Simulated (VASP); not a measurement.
# InSe (P3m1) in VASP: single point with PBE

Aim: the single point of InSe with PBE.

Program: VASP 6.6.1. These are calculated values, not measurements. Logs are shortened: lines on timing, memory, paths and dates and some standing lists are left out, and cuts for length are marked.

### Step 1. The cell of the first run

Symmetry: P3m1, No. 156, trigonal system. Conventional cell: a = 4.050 Å, b = 4.050 Å, c = 16.930 Å, α = 90.00°, β = 90.00°, γ = 120.00°. Within 3.3 Å of In (site symmetry 3m) lie 3 Se at 2.48 Å and 1 In at 3.25 Å. Within 3.3 Å of In (site symmetry 3m) lie 3 Se at 2.52 Å and 1 In at 3.15 Å. In (site symmetry 3m) has 3 Se at 2.52 Å and 1 In at 3.25 Å within 3.3 Å. Within 3.3 Å of In (site symmetry 3m) lie 3 Se at 2.52 Å and 1 In at 3.15 Å. Se (site symmetry 3m) has 3 In at 2.52 Å within 3.3 Å. Se (site symmetry 3m) has 3 In at 2.48 Å within 3.3 Å. Se (site symmetry 3m) has 3 In at 2.52 Å within 3.3 Å. Within 3.3 Å of Se (site symmetry 3m) lie 3 In at 2.52 Å.

### Step 2. Single point, PBE

INCAR reads:

```
PREC = Accurate ; ENCUT = 520
EDIFF = 1E-6 ; ISMEAR = -1
SIGMA = 0.02 ; LREAL = False
LASPH = True ; NELM = 100
ALGO = Normal ; ISIF = 2
LWAVE = False ; LCHARG = False
GGA = PE ; NBANDS = 48
```

KPOINTS reads:

```
Automatic mesh
0
Gamma
  9 9 3
```

POSCAR reads:

```
InSe
1.0
    4.0500000000      0.0000000000      0.0000000000
   -2.0250000000      3.5074028853      0.0000000000
    0.0000000000      0.0000000000     16.9300000000
In Se
4 4
Direct
    0.6666666667      0.3333333333      0.8489066745
    0.3333333333      0.6666666667      0.3430000000
    0.6666666667      0.3333333333      0.6570000000
    0.3333333333      0.6666666667      0.1570000000
    0.6666666667      0.3333333333      0.3980000000
    0.3333333333      0.6666666667      0.8980000000
    0.6666666667      0.3333333333      0.1020000000
    0.3333333333      0.6666666667      0.6020000000
```

Potentials or basis: VASP PAW PBE potentials, release 64 (In_d, Se).

On the command line:

```bash
> cat potpaw_PBE.64/In_d/POTCAR potpaw_PBE.64/Se/POTCAR > POTCAR
> mpirun -np 1 vasp_std > vasp.out
```

OUTCAR:

```text
PREC = Accurate
   ENCUT = 520
   EDIFF = 1E-6
   ISMEAR = -1
   LREAL = False
   LASPH = True
   NELM = 100
   ISIF = 2
   GGA = PE

 ion  position               nearest neighbor table
   1  0.667  0.333  0.849-   6 2.48   6 2.48   6 2.48   3 3.25
   2  0.333  0.667  0.343-   5 2.52   5 2.52   5 2.52   4 3.15
   3  0.667  0.333  0.657-   8 2.52   8 2.52   8 2.52   1 3.25
   4  0.333  0.667  0.157-   7 2.52   7 2.52   7 2.52   2 3.15
   5  0.667  0.333  0.398-   2 2.52   2 2.52   2 2.52
   6  0.333  0.667  0.898-   1 2.48   1 2.48   1 2.48
   7  0.667  0.333  0.102-   4 2.52   4 2.52   4 2.52
   8  0.333  0.667  0.602-   3 2.52   3 2.52   3 2.52

  LATTYP: Found a hexagonal cell.
 ALAT       =     4.0500000000
 C/A-ratio  =     4.1802469136

  Lattice vectors:

 A1 = (   4.0500000000,   0.0000000000,   0.0000000000)
 A2 = (  -2.0250000000,   3.5074028853,   0.0000000000)
 A3 = (   0.0000000000,   0.0000000000,  16.9300000000)

Analysis of symmetry for initial positions (statically):
=====================================================================
 Subroutine PRICEL returns:
 Original cell was already a primitive cell.

 Routine SETGRP: Setting up the symmetry group for a
 hexagonal supercell.

 Subroutine GETGRP returns: Found  6 space group operations
 (whereof  6 operations were pure point group operations)
 out of a pool of 24 trial point group operations.

The static configuration has the point symmetry C_3v.

Analysis of symmetry for dynamics (positions and initial velocities):
=====================================================================
 Subroutine PRICEL returns:
 Original cell was already a primitive cell.

 Routine SETGRP: Setting up the symmetry group for a
 hexagonal supercell.

 Subroutine GETGRP returns: Found  6 space group operations
 (whereof  6 operations were pure point group operations)
 out of a pool of 24 trial point group operations.

The dynamic configuration has the point symmetry C_3v.

 Subroutine INISYM returns: Found  6 space group operations
 (whereof  6 operations are pure point group operations),
 and found     1 'primitive' translations

----------------------------------------------------------------------------------------

                                     Primitive cell

  volume of cell :     240.4903

  direct lattice vectors                    reciprocal lattice vectors
     4.050000000  0.000000000  0.000000000     0.246913580  0.142555622  0.000000000
    -2.025000000  3.507402885  0.000000000     0.000000000  0.285111244  0.000000000
     0.000000000  0.000000000 16.930000000     0.000000000  0.000000000  0.059066745

  length of vectors
     4.050000000  4.050000000 16.930000000     0.285111244  0.285111244  0.059066745

  position of ions in fractional coordinates (direct lattice)
     0.666666667  0.333333333  0.848906675
     0.333333333  0.666666667  0.343000000
     0.666666667  0.333333333  0.657000000
     0.333333333  0.666666667  0.157000000
     0.666666667  0.333333333  0.398000000
     0.333333333  0.666666667  0.898000000
     0.666666667  0.333333333  0.102000000
     0.333333333  0.666666667  0.602000000

  ion indices of the primitive-cell ions
   primitive index   ion index
                 1           1
                 2           2
                 3           3
                 4           4
                 5           5
                 6           6
                 7           7
                 8           8

----------------------------------------------------------------------------------------

 KPOINTS: Automatic mesh

Automatic generation of k-mesh.
 Grid dimensions read from file:
 generate k-points for:    9    9    3

 Generating k-lattice:

  Cartesian coordinates                     Fractional coordinates (reciprocal lattice)
     0.027434842  0.015839514  0.000000000     0.111111111 -0.000000000  0.000000000
     0.000000000  0.031679027  0.000000000     0.000000000  0.111111111  0.000000000
     0.000000000  0.000000000  0.019688915     0.000000000  0.000000000  0.333333333

  Length of vectors
     0.031679027  0.031679027  0.019688915

  Shift w.r.t. Gamma in fractional coordinates (k-lattice)
     0.000000000  0.000000000  0.000000000

 Subroutine IBZKPT returns following result:
 ===========================================

 Found     31 irreducible k-points:

 Following reciprocal coordinates:
            Coordinates               Weight
  0.000000  0.000000  0.000000      1.000000
  0.111111  0.000000  0.000000      6.000000
  0.222222  0.000000  0.000000      6.000000
  0.333333  0.000000  0.000000      6.000000
  0.444444  0.000000  0.000000      6.000000
  0.111111  0.111111  0.000000      6.000000
[... 16 lines left out ...]
  0.222222  0.111111  0.333333     12.000000
 -0.111111  0.333333  0.333333     12.000000
 [... further k-points ...]
   k-points           NKPTS =     31   k-points in BZ     NKDIM =     31   number of bands    NBANDS=     48
   number of dos      NEDOS =    301   number of ions     NIONS =      8
   total plane-waves  NPLWV = 113400
   dimension x,y,z NGX =    30 NGY =   30 NGZ =  126
   dimension x,y,z NGXF=    60 NGYF=   60 NGZF=  252
   ions per type =               4   4
   NGX,Y,Z   is equivalent  to a cutoff of  12.31, 12.31, 12.37 a.u.
   NGXF,Y,Z  is equivalent  to a cutoff of  24.63, 24.63, 24.75 a.u.
 SYSTEM =  unknown system
   PREC   = accura    normal or accurate (medium, high low for compatibility)
   ISTART =      0    job   : 0-new  1-cont  2-samecut
   ICHARG =      2    charge: 1-file 2-atom 10-const
   ISPIN  =      1    spin polarized calculation?
   LNONCOLLINEAR =      F non collinear calculations
   LSORBIT =      F    spin-orbit coupling
   LASPH  =      T    aspherical Exc in radial PAW
   ENCUT  =  520.0 eV  38.22 Ry    6.18 a.u.   7.53  7.53 31.48*2*pi/ulx,y,z
   NELM   =    100;   NELMIN=  2; NELMDL= -5     # of ELM steps
   EDIFF  = 0.1E-05   stopping-criterion for ELM
   LREAL  =      F    real-space projection
[... 7 lines left out ...]
   TEBEG  =    0.0;   TEEND  =   0.0 temperature during run
   PSTRESS=    0.0 pullay stress
   NELECT =      76.0000    total number of electrons
   NUPDOWN=      -1.0000    fix difference up-down
   EMIN   =  10.00;   EMAX   =-10.00  energy-range for DOS
   EFERMI =   0.00;   METHOD = LEGACY
   ISMEAR =    -1;   SIGMA  =   0.02  broadening in eV -4-tet -1-fermi 0-gaus
   EFERMI_NEDOS =   21; number of points for ismear=-14 and -15
   IALGO  =     38    algorithm
   IMIX   =      4    mixing-type and parameters
     AMIX     =   0.40;   BMIX     =  1.00
     AMIX_MAG =   1.60;   BMIX_MAG =  1.00
  volume/ion in A,a.u.               =      30.06       202.86
  Fermi-wavevector in a.u.,A,eV,Ry     =   1.115099  2.107232 16.918111  1.243446
  Thomas-Fermi vector in A             =   2.251701
   LORBIT       =      0    0 simple, 1 ext, 2 COOP (PROOUT), +10 PAW based schemes
   GGA     = PE    functional components
   LHFCALC =     F    Hartree Fock is set to
   AEXX    =    0.0000 exact exchange contribution
   IVDW    =     0    specifies the selected vdW correction
   LEPSILON=     F    determine dielectric tensor
   LRPA    =     F    only Hartree local field effects (RPA)
 non-spin polarized calculation
  energy-cutoff  :      520.00
  volume of cell :      240.49
 maximum number of plane-waves:      6525
 NGX is ok and might be reduce to    30
   NGX = 15   NGY = 15   NGZ = 63

 number of electron      76.0000008 magnetization

 Free energy of the ion-electron system (eV)
  ---------------------------------------------------
  ext. energy  EPLUGINS =         0.00000000
  ---------------------------------------------------
  free energy    TOTEN  =       -26.19087083 eV

  energy without entropy =      -26.19021387  energy(sigma->0) =      -26.19054235

 E-fermi :   4.3628     XC(G=0):  -8.6723

 val. band max:        4.3364351910   @ k =   0.1111   0.0000   0.0000
 cond. band min:       4.3990248792   @ k =   0.0000   0.0000   0.3333
 fundamental gap:      0.0625896882
 Fermi energy:         4.3627512888

 k-point     1 :       0.0000    0.0000    0.0000
  band No.  band energies     occupation
      1     -11.1800      2.00000
      2     -11.0126      2.00000
      3     -10.9384      2.00000
      4     -10.9384      2.00000
      5     -10.9096      2.00000
      6     -10.8393      2.00000
[... 40 lines left out ...]
     47       8.6740      0.00000
     48       8.6740      0.00000

 k-point     2 :       0.1111    0.0000    0.0000
  band No.  band energies     occupation
      1     -11.2485      2.00000
      2     -11.0772      2.00000
      3     -11.0198      2.00000
      4     -10.9326      2.00000
      5     -10.9267      2.00000
      6     -10.8739      2.00000
[... 40 lines left out ...]
     47       8.5012      0.00000
     48       8.5603      0.00000

 k-point     3 :       0.2222    0.0000    0.0000
  band No.  band energies     occupation
      1     -11.3593      2.00000
      2     -11.1879      2.00000
      3     -11.1527      2.00000
      4     -11.0538      2.00000
      5     -10.8973      2.00000
      6     -10.7934      2.00000
[... 40 lines left out ...]
     47       8.9758      0.00000
     48       9.1163      0.00000

 k-point     4 :       0.3333    0.0000    0.0000
  band No.  band energies     occupation
      1     -11.4486      2.00000
      2     -11.2801      2.00000
      3     -11.2516      2.00000
      4     -11.1501      2.00000
      5     -10.8648      2.00000
      6     -10.7627      2.00000
[... 958 lines left out ...]
     47       8.8238      0.00000
     48       8.8840      0.00000

 k-point    23 :       0.2222    0.1111    0.3333
  band No.  band energies     occupation
      1     -11.4194      2.00000
      2     -11.2497      2.00000
      3     -11.2201      2.00000
      4     -11.1190      2.00000
      5     -10.8791      2.00000
      6     -10.7751      2.00000
[... 40 lines left out ...]
     47       8.7639      0.00000
     48       8.9370      0.00000

 k-point    24 :      -0.1111    0.3333    0.3333
  band No.  band energies     occupation
      1     -11.4194      2.00000
      2     -11.2497      2.00000
      3     -11.2201      2.00000
      4     -11.1190      2.00000
      5     -10.8791      2.00000
      6     -10.7751      2.00000
[... 40 lines left out ...]
     47       8.7821      0.00000
     48       8.9225      0.00000

 [... further k-points ...]
[... 5 lines left out ...]
  --------------------------------------------------------------------------------------
  -------------------------------------------------------------------------------------
  Total       17.1330889     17.1330889      2.4363687      0.0000000      0.0000000      0.0000000
  in kB      114.1428241    114.1428241     16.2313993      0.0000000      0.0000000      0.0000000
  external PRESSURE =      81.5056825 kB  Pullay stress =       0.0000000 kB

 VOLUME and BASIS-vectors are now :
 -----------------------------------------------------------------------------
  energy-cutoff  :      520.00
  volume of cell :      240.49
      direct lattice vectors                 reciprocal lattice vectors
     4.050000000  0.000000000  0.000000000     0.246913580  0.142555622  0.000000000
    -2.025000000  3.507402885  0.000000000     0.000000000  0.285111244  0.000000000
     0.000000000  0.000000000 16.930000000     0.000000000  0.000000000  0.059066745

 POSITION                                       TOTAL-FORCE (eV/Angst)
 -----------------------------------------------------------------------------------
      2.02500      1.16913     14.37199        -0.000000     -0.000000     -3.372308
     -0.00000      2.33827      5.80699        -0.000000      0.000000     -2.879640
      2.02500      1.16913     11.12301        -0.000000      0.000000      3.014654
     -0.00000      2.33827      2.65801        -0.000000      0.000000      2.907781
      2.02500      1.16913      6.73814         0.000000     -0.000000      2.014201
     -0.00000      2.33827     15.20314         0.000000      0.000000      2.384491
      2.02500      1.16913      1.72686         0.000000      0.000000     -2.036475
     -0.00000      2.33827     10.19186        -0.000000      0.000000     -2.032706
 -----------------------------------------------------------------------------------
    total drift:                                0.000000     -0.000000      0.000298

  FREE ENERGIE OF THE ION-ELECTRON SYSTEM (eV)
  ---------------------------------------------------
  free  energy   TOTEN  =       -26.1908708286 eV

  energy  without entropy=      -26.1902138685  energy(sigma->0) =      -26.19054235
```

It took 6.3 min on 1 thread of Intel Xeon Platinum 8488C (Sapphire Rapids), shared host; peak memory 0.48 GiB.

What came out:

```yaml
Free_energy: -26.1909 eV
Pressure: 8.2 GPa
Largest_force: 3.372 eV/Å
Band_gap_on_the_k_mesh: zero (bands 38 and 39 overlap by 0.12 eV)
```

Forces on the atoms (eV/Å):
```
In   0.000  0.000 -3.372
In   0.000  0.000 -2.880
In   0.000  0.000  3.015
In   0.000  0.000  2.908
Se   0.000  0.000  2.014
Se   0.000  0.000  2.384
Se   0.000  0.000 -2.036
Se   0.000  0.000 -2.033
```

Caveat: the stress differs along the axes, from 2 to 11 GPa; spin-orbit coupling is left out, which moves the levels of the heavy elements; forces of over 1 eV/Å act on the atoms, so gaps and moduli don't describe the material at rest.

The gap in the log of VASP goes by the Fermi energy; the results here count the filled bands.